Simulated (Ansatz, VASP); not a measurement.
PtSe2 in VASP and in Ansatz

INCAR

```
SYSTEM = PtSe2
PREC     = Accurate       ! precision mode
ENCUT    = 520            ! plane-wave cutoff, eV
EDIFF    = 1E-6           ! SCF threshold, eV
ISMEAR   = 0              ! smearing method
SIGMA    = 0.15           ! smearing width, eV
LREAL    = .False.        ! projectors in reciprocal space
LASPH    = .True.         ! aspherical terms in the spheres
NELM     = 80             ! most SCF steps
ALGO     = Normal         ! electronic algorithm
ISIF     = 2              ! what is computed and relaxed
LWAVE    = .False.        ! write WAVECAR
LCHARG   = .True.         ! write CHGCAR
GGA      = PE             ! functional
LELF     = .True.         ! ELF
LVHAR    = .True.       
NBANDS   = 18             ! bands
```

KPOINTS

```
Automatic mesh
0
Gamma
  12 12 10
  0 0 0
```

POSCAR

```
PtSe2
1.0
    3.7240006046      0.0000000000      0.0000000000
   -1.8620003023      3.2250791273      0.0000000000
    0.0000000000      0.0000000000      5.0620000000
Pt Se
1 2
Direct
    0.0000000000      0.0000000000      0.0000000000
    0.3333333333      0.6666666667      0.2500000000
    0.6666666667      0.3333333333      0.7500000000
```

Input for Ansatz:

```yaml
crystal:
  lattice:
    - [3.7240006046, 0.0, 0.0]
    - [-1.8620003023, 3.2250791273, 0.0]
    - [0.0, 0.0, 5.062]
  atoms:
    - { symbol: Pt, position: [0.0, 0.0, 0.0] }
    - { symbol: Se, position: [0.3333333333, 0.6666666667, 0.25] }
    - { symbol: Se, position: [0.6666666667, 0.3333333333, 0.75] }
basis:
  ecutwfc: 420
kpoints:
  mp_grid: { grid: [12, 12, 10] }
hamiltonian:
  xc: pbe
scf:
  occupations: { method: gaussian, width: 0.15 }
output:
  forces: true
  stress: true
  eigenvalues: true
  write_density: true
  write_potential: true
  elf: true
  volumetric_format: npy
```

Alike in both runs: task single point; functional PBE; k mesh 12 × 12 × 10; occupations gaussian, width 0.15 eV; no spin polarisation.

```csv
,VASP,Ansatz
version,VASP 6.6.1,Ansatz 0.2.0
potentials or method,"VASP PAW PBE potentials, release 64 (Pt, Se), cutoff 520 eV","scalar-relativistic, plane waves, PAW"
valence electrons in the cell,22,50
```

|  | VASP | Ansatz | Ansatz less VASP |
| --- | --- | --- | --- |
| gap on the k mesh at the Fermi level (eV) | none | none | - |
| pressure (GPa) | 7.3 | 7.3 | 0.00 |
| traceless stress, the component that is largest in VASP (GPa) | -1.33 | -1.32 | +0.011 |
| rms of the force components (eV/Å) | 0.271 | 0.268 | -0.0026 |

Atom by atom the forces differ by 0.003 eV/Å (rms over components). A gap of «none» marks a metal or a gap that the smearing closes. VASP's potentials hold 22 valence electrons a cell and Ansatz's 50, so a difference there can come from the potentials and not from the codes.

Spin-orbit coupling is off throughout.
